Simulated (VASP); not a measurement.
# Si (Fd-3m) in VASP: further runs, part 2 of 2

VASP 6.6.1. The steps go on from the part before.

### 4 Single point, LDA (volume scaled by 0.96)

Input file INCAR:

```
  ALGO = Normal
  EDIFF = 1E-7
  ENCUT = 520
  GGA = CA
  ISIF = 2
  ISMEAR = -1
  LASPH = True
  LCHARG = False
  LREAL = False
  LWAVE = False
  NBANDS = 11
  NELM = 80
  PREC = Accurate
  SIGMA = 0.08
```

Input file KPOINTS:

```
k-points
0
Gamma
  11 11 11
```

Input file POSCAR:

```
Si
1.0
    0.0000000000      2.6787699606      2.6787699606
    2.6787699606      0.0000000000      2.6787699606
    2.6787699606      2.6787699606      0.0000000000
Si
2
Direct
    0.5000000000      0.5000000000      0.5000000000
    0.7500000000      0.7500000000      0.7500000000
```

Potentials or basis: VASP PAW LDA potentials, release 64 (Si).

On the command line:

```console
$ cat potpaw_LDA.64/Si/POTCAR > POTCAR
$ mpirun -np 1 vasp_std > vasp.out
```

OUTCAR:

```text
EDIFF = 1E-7
   ENCUT = 520
   GGA = CA
   ISIF = 2
   ISMEAR = -1
   LASPH = True
   LREAL = False
   NELM = 80
   PREC = Accurate

 ion  position               nearest neighbor table
   1  0.500  0.500  0.500-   2 2.32   2 2.32   2 2.32   2 2.32
   2  0.750  0.750  0.750-   1 2.32   1 2.32   1 2.32   1 2.32

  LATTYP: Found a face centered cubic cell.
 ALAT       =     5.3575399212

  Lattice vectors:

 A1 = (   0.0000000000,   2.6787699606,   2.6787699606)
 A2 = (   2.6787699606,   0.0000000000,   2.6787699606)
 A3 = (   2.6787699606,   2.6787699606,   0.0000000000)

Analysis of symmetry for initial positions (statically):
=====================================================================
 Subroutine PRICEL returns:
 Original cell was already a primitive cell.

 Routine SETGRP: Setting up the symmetry group for a
 face centered cubic supercell.

 Subroutine GETGRP returns: Found 48 space group operations
 (whereof 24 operations were pure point group operations)
 out of a pool of 48 trial point group operations.

The static configuration has the point symmetry T_d .
 The point group associated with its full space group is O_h .

Analysis of symmetry for dynamics (positions and initial velocities):
=====================================================================
 Subroutine PRICEL returns:
 Original cell was already a primitive cell.

 Routine SETGRP: Setting up the symmetry group for a
 face centered cubic supercell.

 Subroutine GETGRP returns: Found 48 space group operations
 (whereof 24 operations were pure point group operations)
 out of a pool of 48 trial point group operations.

The dynamic configuration has the point symmetry T_d .
 The point group associated with its full space group is O_h .

 Subroutine INISYM returns: Found 48 space group operations
 (whereof 24 operations are pure point group operations),
 and found     1 'primitive' translations

[... 115 lines left out ...]
  volume/ion in A,a.u.               =      19.22       129.72
  Fermi-wavevector in a.u.,A,eV,Ry     =   0.970121  1.833264 12.804926  0.941135
  Thomas-Fermi vector in A             =   2.100230
   LORBIT       =      0    0 simple, 1 ext, 2 COOP (PROOUT), +10 PAW based schemes
   GGA     = CA    functional components
   LHFCALC =     F    Hartree Fock is set to
   AEXX    =    0.0000 exact exchange contribution
   IVDW    =     0    specifies the selected vdW correction
   LEPSILON=     F    determine dielectric tensor
   LRPA    =     F    only Hartree local field effects (RPA)
 non-spin polarized calculation
  energy-cutoff  :      520.00
  volume of cell :       38.44
 maximum number of plane-waves:      1044
   NGX = 15   NGY = 15   NGZ = 15

 number of electron       8.0000001 magnetization

 Free energy of the ion-electron system (eV)
  ---------------------------------------------------
  ext. energy  EPLUGINS =         0.00000000
  ---------------------------------------------------
  free energy    TOTEN  =       -11.91187840 eV

  energy without entropy =      -11.91117326  energy(sigma->0) =      -11.91152583

 E-fermi :   6.3809     XC(G=0):  -9.7596

 val. band max:        6.1918720680   @ k =   0.0000   0.0000   0.0000
 cond. band min:       6.6081903590   @ k =   0.4545   0.4545   0.0000
 fundamental gap:      0.4163182910
 Fermi energy:         6.3808832230

 k-point     1 :       0.0000    0.0000    0.0000
  band No.  band energies     occupation
      1      -6.0477      2.00000
      2       6.1919      1.82787
      3       6.1919      1.82787
      4       6.1919      1.82787
      5       8.7329      0.00000
      6       8.7329      0.00000
      7       8.7329      0.00000
      8       9.8731      0.00000
      9      13.9403      0.00000
     10      13.9403      0.00000
     11      14.0454      0.00000
[... 309 lines left out ...]
 k-point    24 :      -0.1818    0.1818    0.0000
  band No.  band energies     occupation
      1      -4.8823      2.00000
      2       2.0691      2.00000
      3       3.3713      2.00000
      4       5.4895      1.99997
      5       9.2152      0.00000
      6       9.9455      0.00000
      7      10.2367      0.00000
      8      11.9278      0.00000
      9      12.2080      0.00000
     10      16.4113      0.00000
     11      16.8775      0.00000

 [... further k-points ...]
[... 5 lines left out ...]
  --------------------------------------------------------------------------------------
  -------------------------------------------------------------------------------------
  Total        0.6164936      0.6164936      0.6164936     -0.0000000      0.0000000     -0.0000000
  in kB       25.6922957     25.6922957     25.6922957     -0.0000000      0.0000000     -0.0000000
  external PRESSURE =      25.6922957 kB  Pullay stress =       0.0000000 kB

 VOLUME and BASIS-vectors are now :
 -----------------------------------------------------------------------------
  energy-cutoff  :      520.00
  volume of cell :       38.44
      direct lattice vectors                 reciprocal lattice vectors
     0.000000000  2.678769961  2.678769961    -0.186652832  0.186652832  0.186652832
     2.678769961  0.000000000  2.678769961     0.186652832 -0.186652832  0.186652832
     2.678769961  2.678769961  0.000000000     0.186652832  0.186652832 -0.186652832

 POSITION                                       TOTAL-FORCE (eV/Angst)
 -----------------------------------------------------------------------------------
      2.67877      2.67877      2.67877         0.000000      0.000000      0.000000
      4.01815      4.01815      4.01815        -0.000000     -0.000000     -0.000000
 -----------------------------------------------------------------------------------
    total drift:                                0.000000      0.000000     -0.000000

  FREE ENERGIE OF THE ION-ELECTRON SYSTEM (eV)
  ---------------------------------------------------
  free  energy   TOTEN  =       -11.9118784009 eV

  energy  without entropy=      -11.9111732642  energy(sigma->0) =      -11.91152583
```

OSZICAR:

```text
N       E                     dE             d eps       ncg     rms          rms(c)
DAV:   1     0.842886204499E+01    0.84289E+01   -0.32844E+03  1232   0.592E+02
DAV:   2    -0.115760627531E+02   -0.20005E+02   -0.19184E+02  1699   0.894E+01
DAV:   3    -0.121954212224E+02   -0.61936E+00   -0.61716E+00  1573   0.139E+01
DAV:   4    -0.122007079259E+02   -0.52867E-02   -0.52862E-02  1488   0.164E+00
DAV:   5    -0.122007615278E+02   -0.53602E-04   -0.53601E-04  1572   0.150E-01    0.528E+00
DAV:   6    -0.120004002168E+02    0.20036E+00   -0.12036E-01  1394   0.137E+00    0.317E+00
DAV:   7    -0.119117639540E+02    0.88636E-01   -0.20771E-01  1406   0.186E+00    0.275E-01
DAV:   8    -0.119119092748E+02   -0.14532E-03   -0.87449E-03  1424   0.512E-01    0.869E-02
DAV:   9    -0.119118735433E+02    0.35731E-04   -0.25199E-04  1521   0.834E-02    0.653E-02
DAV:  10    -0.119118785372E+02   -0.49938E-05   -0.18115E-05  1435   0.249E-02    0.320E-02
DAV:  11    -0.119118783991E+02    0.13806E-06   -0.10794E-06  1447   0.550E-03    0.219E-03
DAV:  12    -0.119118784009E+02   -0.18281E-08   -0.23111E-08   903   0.955E-04
   1 F= -.11911878E+02 E0= -.11911526E+02  d E =-.705137E-03
```

It took 11 s on 1 thread of AMD EPYC 9R14 (Zen 4), shared host; peak memory 0.11 GiB.

Results:

```
Free energy            : -11.9119 eV
Pressure               : 2.6 GPa
Band gap on the k mesh : 0.42 eV, indirect (least direct gap 2.54 eV)
```

Levels at points of the mesh, in eV from the valence-band top:
```csv
k point,band 1,band 2,band 3,band 4,band 5,band 6,band 7,band 8,band 9
"(0.00, 0.00, 0.00)",-12.24,0.00,0.00,0.00,2.54,2.54,2.54,3.68,7.75
```

 A k mesh can miss the band edges.

### 5 Single point, LDA (volume scaled by 0.99)

Input file INCAR:

```
SYSTEM = Si
  ALGO = Normal
  EDIFF = 1E-6
  ENCUT = 520
  GGA = CA
  ISIF = 2
  ISMEAR = -1
  LASPH = .True.
  LCHARG = .False.
  LREAL = .False.
  LWAVE = .False.
  NBANDS = 11
  NELM = 80
  PREC = Accurate
  SIGMA = 0.08
```

Input file KPOINTS:

```
k-points
0
Gamma
  11 11 11
  0 0 0
```

Input file POSCAR:

```
Si
1.0
    0.0000000000      2.7063880927      2.7063880927
    2.7063880927      0.0000000000      2.7063880927
    2.7063880927      2.7063880927      0.0000000000
Si
2
Direct
    0.5000000000      0.5000000000      0.5000000000
    0.7500000000      0.7500000000      0.7500000000
```

On the command line:

```console
$ cat potpaw_LDA.64/Si/POTCAR > POTCAR
$ mpirun -np 1 vasp_std > vasp.out
```

It took 9.9 s on 1 thread of AMD EPYC 9R14 (Zen 4), shared host; peak memory 0.11 GiB.

It converged, with:

| Quantity | Value |
| --- | --- |
| Free energy | -11.9193 eV |
| Pressure | -0.5 GPa |
| Band gap on the k mesh | 0.47 eV, indirect (least direct gap 2.53 eV) |

Levels at points of the mesh, in eV from the valence-band top:
| k point | band 1 | band 2 | band 3 | band 4 | band 5 | band 6 | band 7 | band 8 | band 9 |
| --- | --- | --- | --- | --- | --- | --- | --- | --- | --- |
| (0.00, 0.00, 0.00) | -12.02 | 0.00 | 0.00 | 0.00 | 2.53 | 2.53 | 2.53 | 3.32 | 7.72 |

### 6 Single point, LDA (volume scaled by 1.02)

Input file INCAR:

```
ALGO = Normal ; EDIFF = 1E-6
ENCUT = 520 ; ISIF = 2
ISMEAR = -1 ; LASPH = True
LCHARG = True ; LELF = True
LREAL = False ; LVHAR = True
LWAVE = False ; NBANDS = 11
NELM = 80 ; PREC = Accurate
SIGMA = 0.08
```

Input file KPOINTS:

```
k-points
0
Gamma
  11 11 11
```

Input file POSCAR:

```
Si
1.0
    0.0000000000      2.7334537691      2.7334537691
    2.7334537691      0.0000000000      2.7334537691
    2.7334537691      2.7334537691      0.0000000000
Si
2
Direct
    0.5000000000      0.5000000000      0.5000000000
    0.7500000000      0.7500000000      0.7500000000
```

Potentials or basis: VASP PAW LDA potentials, release 64 (Si).

On the command line:

```console
$ cat potpaw_LDA.64/Si/POTCAR > POTCAR
$ mpirun -np 1 vasp_std > vasp.out
```

Run time: 13 s. Hardware: 1 thread of AMD EPYC 9R14 (Zen 4), shared host; peak memory 0.12 GiB.

It converged, with:

| Item | Value |
| --- | --- |
| Free energy | -11.9053 eV |
| Pressure | -3.2 GPa |
| Band gap on the k mesh | 0.53 eV, indirect (least direct gap 2.52 eV) |

Levels at points of the mesh, in eV from the valence-band top:
```
           k point  band 2  band 3  band 4  band 5  band 6  band 7
(0.00, 0.00, 0.00)    0.00    0.00    0.00    2.52    2.52    2.52
```

 A k mesh can miss the band edges.

### 7 The runs side by side

```tsv
cell	gap on the mesh (eV)	pressure (GPa)
a = 3.878 Å, angles 60.0°, 2 atoms	0.54	-4.0
a = 3.916 Å, angles 60.0°, 2 atoms	0.59	-6.1
a = 3.788 Å, angles 60.0°, 2 atoms	0.42	2.6
a = 3.827 Å, angles 60.0°, 2 atoms	0.47	-0.5
a = 3.866 Å, angles 60.0°, 2 atoms	0.53	-3.2
```

Alike in all rows: task single point; level LDA; potentials or basis VASP PAW LDA potentials, release 64 (Si); no spin polarisation; k mesh 11 × 11 × 11; cutoff (eV) 520; smearing fermi-dirac 0.08 eV.

Absolute energies hang on the potentials; compare differences alone.
